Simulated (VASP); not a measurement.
# AlP (F-43m) in VASP: settings compared, part 3 of 3

VASP 6.6.1. The steps go on from the part before.

### 7 Relaxation of the atoms, PBE

This run uses another cell than the first one, of 20.49 Å³/atom, 0.926 times its volume.

INCAR

```
SYSTEM = AlP
PREC = Accurate
ENCUT = 450
EDIFF = 1E-7
ISMEAR = 0
SIGMA = 0.1
LREAL = .FALSE.
LASPH = .TRUE.
NELM = 120
ALGO = Normal
ISIF = 2
LWAVE = .FALSE.
LCHARG = .FALSE.
GGA = PE
IBRION = 2
NSW = 30
EDIFFG = -0.02
GGA_COMPAT = .FALSE.
NELMIN = 4
```

KPOINTS

```
regular mesh
0
G
  4 4 4
  0 0 0
```

POSCAR

```
AlP
1.0
    0.0000000000      2.7364837130      2.7364837130
    2.7364837130      0.0000000000      2.7364837130
    2.7364837130      2.7364837130      0.0000000000
Al P
1 1
Direct
    0.0000000000      0.0000000000      0.0000000000
    0.7500000000      0.7500000000      0.7500000000
```

Potentials or basis: VASP PAW PBE potentials, release 64 (Al, P).

Command:

```sh
> cat potpaw_PBE.64/Al/POTCAR potpaw_PBE.64/P/POTCAR > POTCAR
> mpirun -np 1 vasp_std > vasp.out
```

OUTCAR:

```text
SYSTEM = AlP
   PREC = Accurate
   ENCUT = 450
   EDIFF = 1E-7
   ISMEAR = 0
   LREAL = .FALSE.
   LASPH = .TRUE.
   NELM = 120
   ISIF = 2
   GGA = PE
   IBRION = 2
   NSW = 30
   EDIFFG = -0.02
   NELMIN = 4

 ion  position               nearest neighbor table
   1  0.000  0.000  0.000-   2 2.37   2 2.37   2 2.37   2 2.37
   2  0.750  0.750  0.750-   1 2.37   1 2.37   1 2.37   1 2.37

  LATTYP: Found a face centered cubic cell.
 ALAT       =     5.4729674260

  Lattice vectors:

 A1 = (   0.0000000000,   2.7364837130,   2.7364837130)
 A2 = (   2.7364837130,   0.0000000000,   2.7364837130)
 A3 = (   2.7364837130,   2.7364837130,   0.0000000000)

Analysis of symmetry for initial positions (statically):
=====================================================================
 Subroutine PRICEL returns:
 Original cell was already a primitive cell.

 Routine SETGRP: Setting up the symmetry group for a
 face centered cubic supercell.

 Subroutine GETGRP returns: Found 24 space group operations
 (whereof 24 operations were pure point group operations)
 out of a pool of 48 trial point group operations.

The static configuration has the point symmetry T_d .

Analysis of symmetry for dynamics (positions and initial velocities):
=====================================================================
 Subroutine PRICEL returns:
 Original cell was already a primitive cell.

 Routine SETGRP: Setting up the symmetry group for a
 face centered cubic supercell.

 Subroutine GETGRP returns: Found 24 space group operations
 (whereof 24 operations were pure point group operations)
 out of a pool of 48 trial point group operations.

The dynamic configuration has the point symmetry T_d .

 Subroutine INISYM returns: Found 24 space group operations
 (whereof 24 operations are pure point group operations),
 and found     1 'primitive' translations

----------------------------------------------------------------------------------------

                                     Primitive cell

  volume of cell :      40.9835

  direct lattice vectors                    reciprocal lattice vectors
     0.000000000  2.736483713  2.736483713    -0.182716235  0.182716235  0.182716235
     2.736483713  0.000000000  2.736483713     0.182716235 -0.182716235  0.182716235
     2.736483713  2.736483713  0.000000000     0.182716235  0.182716235 -0.182716235

  length of vectors
     3.869972380  3.869972380  3.869972380     0.316473802  0.316473802  0.316473802

  position of ions in fractional coordinates (direct lattice)
     0.000000000  0.000000000  0.000000000
     0.750000000  0.750000000  0.750000000

  ion indices of the primitive-cell ions
   primitive index   ion index
                 1           1
                 2           2

----------------------------------------------------------------------------------------

 KPOINTS: regular mesh

Automatic generation of k-mesh.
 Grid dimensions read from file:
 generate k-points for:    4    4    4

 Generating k-lattice:

  Cartesian coordinates                     Fractional coordinates (reciprocal lattice)
    -0.045679059  0.045679059  0.045679059     0.250000000  0.000000000  0.000000000
     0.045679059 -0.045679059  0.045679059     0.000000000  0.250000000  0.000000000
     0.045679059  0.045679059 -0.045679059     0.000000000  0.000000000  0.250000000

  Length of vectors
     0.079118450  0.079118450  0.079118450

  Shift w.r.t. Gamma in fractional coordinates (k-lattice)
     0.000000000  0.000000000  0.000000000

 Subroutine IBZKPT returns following result:
 ===========================================

 Found      8 irreducible k-points:

 Following reciprocal coordinates:
            Coordinates               Weight
  0.000000  0.000000  0.000000      1.000000
  0.250000  0.000000  0.000000      8.000000
  0.500000  0.000000  0.000000      4.000000
  0.250000  0.250000  0.000000      6.000000
  0.500000  0.250000  0.000000     24.000000
 -0.250000  0.250000  0.000000     12.000000
  0.500000  0.500000  0.000000      3.000000
 -0.250000  0.500000  0.250000      6.000000
   k-points           NKPTS =      8   k-points in BZ     NKDIM =      8   number of bands    NBANDS=      8
   number of dos      NEDOS =    301   number of ions     NIONS =      2
   total plane-waves  NPLWV =  21952
   dimension x,y,z NGX =    28 NGY =   28 NGZ =   28
   dimension x,y,z NGXF=    56 NGYF=   56 NGZF=   56
   ions per type =               1   1
   NGX,Y,Z   is equivalent  to a cutoff of  12.03, 12.03, 12.03 a.u.
   NGXF,Y,Z  is equivalent  to a cutoff of  24.06, 24.06, 24.06 a.u.
 SYSTEM =  AlP
   PREC   = accura    normal or accurate (medium, high low for compatibility)
   ISTART =      0    job   : 0-new  1-cont  2-samecut
   ICHARG =      2    charge: 1-file 2-atom 10-const
   ISPIN  =      1    spin polarized calculation?
   LNONCOLLINEAR =      F non collinear calculations
   LSORBIT =      F    spin-orbit coupling
   LASPH  =      T    aspherical Exc in radial PAW
   ENCUT  =  450.0 eV  33.07 Ry    5.75 a.u.   6.69  6.69  6.69*2*pi/ulx,y,z
   NELM   =    120;   NELMIN=  4; NELMDL= -5     # of ELM steps
   EDIFF  = 0.1E-06   stopping-criterion for ELM
   LREAL  =      F    real-space projection
   EDIFFG = -.2E-01   stopping-criterion for IOM
   NSW    =     30    number of steps for IOM
   IBRION =      2    ionic relax: 0-MD 1-quasi-New 2-CG
   NFREE  =      1    steps in history (QN), initial steepest desc. (CG)
   ISIF   =      2    stress and relaxation
   ISYM   =      2    0-nonsym 1-usesym 2-fastsym
   POTIM  = 0.5000    time-step for ionic-motion
   TEBEG  =    0.0;   TEEND  =   0.0 temperature during run
   PSTRESS=    0.0 pullay stress
   NELECT =       8.0000    total number of electrons
   NUPDOWN=      -1.0000    fix difference up-down
   EMIN   =  10.00;   EMAX   =-10.00  energy-range for DOS
   EFERMI =   0.00;   METHOD = LEGACY
   ISMEAR =     0;   SIGMA  =   0.10  broadening in eV -4-tet -1-fermi 0-gaus
   EFERMI_NEDOS =   21; number of points for ismear=-14 and -15
   IALGO  =     38    algorithm
   IMIX   =      4    mixing-type and parameters
     AMIX     =   0.40;   BMIX     =  1.00
     AMIX_MAG =   1.60;   BMIX_MAG =  1.00
  volume/ion in A,a.u.               =      20.49       138.29
  Fermi-wavevector in a.u.,A,eV,Ry     =   0.949661  1.794599 12.270497  0.901856
  Thomas-Fermi vector in A             =   2.077965
   LORBIT       =      0    0 simple, 1 ext, 2 COOP (PROOUT), +10 PAW based schemes
   GGA     = PE    functional components
   LHFCALC =     F    Hartree Fock is set to
   AEXX    =    0.0000 exact exchange contribution
   IVDW    =     0    specifies the selected vdW correction
   LEPSILON=     F    determine dielectric tensor
   LRPA    =     F    only Hartree local field effects (RPA)
 conjugate gradient relaxation of ions
 non-spin polarized calculation
 Gauss-broadening in eV      SIGMA  =   0.10
  energy-cutoff  :      450.00
  volume of cell :       40.98
 maximum number of plane-waves:       896
 NGX is ok and might be reduce to    28
   NGX = 13   NGY = 13   NGZ = 13

 number of electron       8.0000001 magnetization

 Free energy of the ion-electron system (eV)
  ---------------------------------------------------
  ext. energy  EPLUGINS =         0.00000000
  ---------------------------------------------------
  free energy    TOTEN  =       -10.27817104 eV

  energy without entropy =      -10.27817104  energy(sigma->0) =      -10.27817104

 E-fermi :   5.0590     XC(G=0):  -9.1641

 val. band max:        4.5541509274   @ k =   0.0000   0.0000   0.0000
 cond. band min:       6.1232782344   @ k =   0.5000   0.5000   0.0000
 fundamental gap:      1.5691273070
 Fermi energy:         5.0590455230

 k-point     1 :       0.0000    0.0000    0.0000
  band No.  band energies     occupation
      1      -6.9156      2.00000
      2       4.5542      2.00000
      3       4.5542      2.00000
      4       4.5542      2.00000
      5       7.7931      0.00000
      6       9.0804      0.00000
      7       9.0804      0.00000
      8       9.0804      0.00000
[... 67 lines left out ...]
 k-point     8 :      -0.2500    0.5000    0.2500
  band No.  band energies     occupation
      1      -4.5382      2.00000
      2      -0.3642      2.00000
      3       1.3987      2.00000
      4       1.7509      2.00000
      5       8.8645      0.00000
      6      10.4470      0.00000
      7      10.6805      0.00000
      8      10.8897      0.00000

------------------------ aborting loop because EDIFF is reached ----------------------------------------

  FORCE on cell =-STRESS in cart. coord.  units (eV):
  Direction    XX          YY          ZZ          XY          YZ          ZX
  --------------------------------------------------------------------------------------
  -------------------------------------------------------------------------------------
  Total        0.4938052      0.4938052      0.4938052      0.0000000     -0.0000000      0.0000000
  in kB       19.3044583     19.3044583     19.3044583      0.0000000     -0.0000000      0.0000000
  external PRESSURE =      19.3044583 kB  Pullay stress =       0.0000000 kB

 VOLUME and BASIS-vectors are now :
 -----------------------------------------------------------------------------
  energy-cutoff  :      450.00
  volume of cell :       40.98
      direct lattice vectors                 reciprocal lattice vectors
     0.000000000  2.736483713  2.736483713    -0.182716235  0.182716235  0.182716235
     2.736483713  0.000000000  2.736483713     0.182716235 -0.182716235  0.182716235
     2.736483713  2.736483713  0.000000000     0.182716235  0.182716235 -0.182716235

 POSITION                                       TOTAL-FORCE (eV/Angst)
 -----------------------------------------------------------------------------------
      0.00000      0.00000      0.00000        -0.000000     -0.000000     -0.000000
      4.10473      4.10473      4.10473         0.000000      0.000000      0.000000
 -----------------------------------------------------------------------------------
    total drift:                                0.000000      0.000000     -0.000000

  FREE ENERGIE OF THE ION-ELECTRON SYSTEM (eV)
  ---------------------------------------------------
  free  energy   TOTEN  =       -10.2781710399 eV

  energy  without entropy=      -10.2781710399  energy(sigma->0) =      -10.27817104

 reached required accuracy - stopping structural energy minimisation
```

OSZICAR:

```text
N       E                     dE             d eps       ncg     rms          rms(c)
DAV:   1     0.124682842425E+02    0.12468E+02   -0.27866E+03   128   0.661E+02
DAV:   2    -0.102198161118E+02   -0.22688E+02   -0.22404E+02   192   0.875E+01
DAV:   3    -0.106498185161E+02   -0.43000E+00   -0.43000E+00   144   0.164E+01
DAV:   4    -0.106528726910E+02   -0.30542E-02   -0.30542E-02   200   0.159E+00
DAV:   5    -0.106528786980E+02   -0.60070E-05   -0.60070E-05   168   0.648E-02    0.453E+00
DAV:   6    -0.103241668616E+02    0.32871E+00   -0.77760E-01   136   0.414E+00    0.294E+00
DAV:   7    -0.102771623094E+02    0.47005E-01   -0.25402E-01   176   0.257E+00    0.149E+00
DAV:   8    -0.102779423663E+02   -0.78006E-03   -0.16285E-02   136   0.851E-01    0.221E-01
DAV:   9    -0.102779588075E+02   -0.16441E-04   -0.53764E-04   160   0.182E-01    0.105E-01
DAV:  10    -0.102781681374E+02   -0.20933E-03   -0.31306E-04   128   0.126E-01    0.166E-02
DAV:  11    -0.102781696009E+02   -0.14635E-05   -0.32539E-05   176   0.306E-02    0.958E-03
DAV:  12    -0.102781708018E+02   -0.12009E-05   -0.19852E-06   136   0.114E-02    0.395E-03
DAV:  13    -0.102781710974E+02   -0.29553E-06   -0.71098E-07   160   0.471E-03    0.177E-03
DAV:  14    -0.102781710399E+02    0.57501E-07   -0.23956E-08    72   0.110E-03
   1 F= -.10278171E+02 E0= -.10278171E+02  d E =-.102782E+02
```

CONTCAR:

```text
AlP
   1.00000000000000
     0.0000000000000000    2.7364837130000002    2.7364837130000002
     2.7364837130000002    0.0000000000000000    2.7364837130000002
     2.7364837130000002    2.7364837130000002    0.0000000000000000
  Al              P
     1     1
Direct
     0.0000000000000000    0.0000000000000000    0.0000000000000000
     0.7500000000000000    0.7500000000000000    0.7500000000000000

  0.00000000E+00  0.00000000E+00  0.00000000E+00
  0.00000000E+00  0.00000000E+00  0.00000000E+00
```

Wall time 3.4 s (1 thread of Intel Xeon 6975P-C, shared host); peak memory 0.14 GiB.

What came out:

| Quantity | Value |
| --- | --- |
| Free energy | -10.2782 eV |
| Pressure after relaxing | 1.9 GPa |
| Band gap on the k mesh | 1.57 eV, indirect (least direct gap 3.24 eV) |

Final structure:
```
Al P
1.0
     0.00000    2.73648    2.73648
     2.73648    0.00000    2.73648
     2.73648    2.73648    0.00000
Al P
1 1
Direct
  0.00000 0.00000 0.00000
  0.75000 0.75000 0.75000
```

Levels at points of the mesh, in eV from the valence-band top:
```csv
k point,band 1,band 2,band 3,band 4,band 5,band 6,band 7,band 8
"(0.00, 0.00, 0.00)",-11.47,0.00,0.00,0.00,3.24,4.53,4.53,4.53
"(0.50, 0.00, 0.00)",-9.80,-5.51,-0.76,-0.76,2.77,4.79,4.79,8.24
"(0.50, 0.50, 0.00)",-9.14,-5.30,-2.10,-2.10,1.57,2.45,11.00,11.00
```

Caveat: the k points lie up to 0.50 Å⁻¹ apart; the relaxation stopped at its first step, so nothing moved. A k mesh can miss the band edges.

### 8 Overview

```tsv
task	level	potentials or basis	spin	cell	k mesh	cutoff (eV)	smearing	gap on the mesh (eV)	pressure (GPa)	moment (μB)
single point	PBE	VASP PAW PBE potentials, release 64 (Al, P)	collinear, zero start	a = 3.971 Å, angles 60.0°, 2 atoms	4 × 4 × 4	500	fermi-dirac 0.051704 eV	1.71	-4.0	0.00
single point	BLYP	VASP PAW PBE potentials, release 64 (Al, P)	off	a = 3.870 Å, angles 60.0°, 2 atoms	6 × 6 × 6	500	fermi-dirac 0.0680285 eV	1.85	4.2	-
single point	r2SCAN	VASP PAW PBE potentials, release 64 (Al, P)	off	a = 4.202 Å, angles 60.0°, 2 atoms	4 × 4 × 4	550	gaussian 0.1 eV	1.79	-13.3	-
single point	revPBE	VASP PAW PBE potentials, release 64 (Al, P)	collinear, ferromagnetic start	a = 3.870 Å, angles 60.0°, 2 atoms	4 × 4 × 4	500	tetrahedron	1.63	3.1	0.00
relaxation of the atoms	LDA	VASP PAW LDA potentials, release 64 (Al, P)	off	atoms relaxed from a = 3.870 Å, angles 60.0°, 2 atoms	1 × 1 × 1	450	gaussian 0.1 eV	2.67	27.4	-
relaxation of the atoms	PBE	VASP PAW PBE potentials, release 64 (Al, P)	off	atoms relaxed from a = 3.870 Å, angles 60.0°, 2 atoms	4 × 4 × 4	450	gaussian 0.1 eV	1.57	1.9	-
```

Caveats: some runs use coarse meshes; the PAW data sets were made with another functional, which shifts forces and pressure a little (some runs); the relaxation stopped at its first step, so nothing moved (some runs).

Absolute energies hang on the potentials; compare differences alone.
